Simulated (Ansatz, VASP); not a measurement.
## One calculation of BaO, two programs

File INCAR:

```
SYSTEM = BaO
ALGO = Normal
EDIFF = 1E-7
EDIFFG = -0.002
ENCUT = 1340
GGA = PS
GGA_COMPAT = .False.
IBRION = 2
ISIF = 3
ISMEAR = 0
LASPH = .True.
LCHARG = .False.
LREAL = .False.
LWAVE = .False.
NELM = 120
NELMIN = 4
NSW = 100
PREC = Accurate
SIGMA = 0.02
```

Contents of KPOINTS:

```
k-points
0
Gamma
  8 8 8
  0 0 0
```

The input POSCAR:

```
BaO
1.0
    0.0000000000      2.7695000000      2.7695000000
    2.7695000000      0.0000000000      2.7695000000
    2.7695000000      2.7695000000      0.0000000000
Ba O
1 1
Direct
    0.0000000000      0.0000000000      0.0000000000
    0.5000000000      0.5000000000      0.5000000000
```

Input for Ansatz:

```yaml
crystal:
  lattice:
    - [0.0, 2.7695, 2.7695]
    - [2.7695, 0.0, 2.7695]
    - [2.7695, 2.7695, 0.0]
  atoms:
    - { symbol: Ba, position: [0.0, 0.0, 0.0] }
    - { symbol: O, position: [0.5, 0.5, 0.5] }
basis:
  ecutwfc: 420
kpoints:
  mp_grid: { grid: [8, 8, 8] }
hamiltonian:
  xc: pbesol
  pseudopotentials: { kind: paw, azcp: { folder: soft_1 } }
scf:
  occupations: { method: gaussian, width: 0.02 }
output:
  forces: true
  stress: true
  eigenvalues: true
  write_density: true
  write_potential: true
  elf: true
  volumetric_format: npy
relax:
  adjacent_minimum: "off"
  f_tol: 0.002
  max_steps: 80
  cell: { stress_tol: 0.02 }
```

Alike in both runs: task relaxation of cell and atoms; functional PBEsol; k mesh 8 × 8 × 8; occupations gaussian, width 0.02 eV; no spin polarisation.

```csv
,VASP,Ansatz
version,VASP 6.6.1,Ansatz 0.2.0
potentials or method,"VASP PAW PBE potentials, release 64 (Ba_sv, O_h), cutoff 1340 eV","scalar-relativistic, plane waves, PAW"
valence electrons in the cell,16,16
```

Ansatz gave:

| Quantity | Value |
| --- | --- |
| gap on the k mesh at the Fermi level, each at its own relaxed structure (eV) | 1.84 |
| relaxed volume (Å³/atom) | 20.69 |
| relaxed length of the cell vector where the two differ most in proportion (Å) | 3.882 |

Q: What did VASP give for the same quantities?

A: gap on the k mesh at the Fermi level, each at its own relaxed structure (eV): 1.86; relaxed volume (Å³/atom): 21.16; relaxed length of the cell vector where the two differ most in proportion (Å): 3.912.

VASP's potentials were made for PBE, not for PBEsol, and Ansatz warns of the same on its side.

Spin-orbit coupling is off throughout.
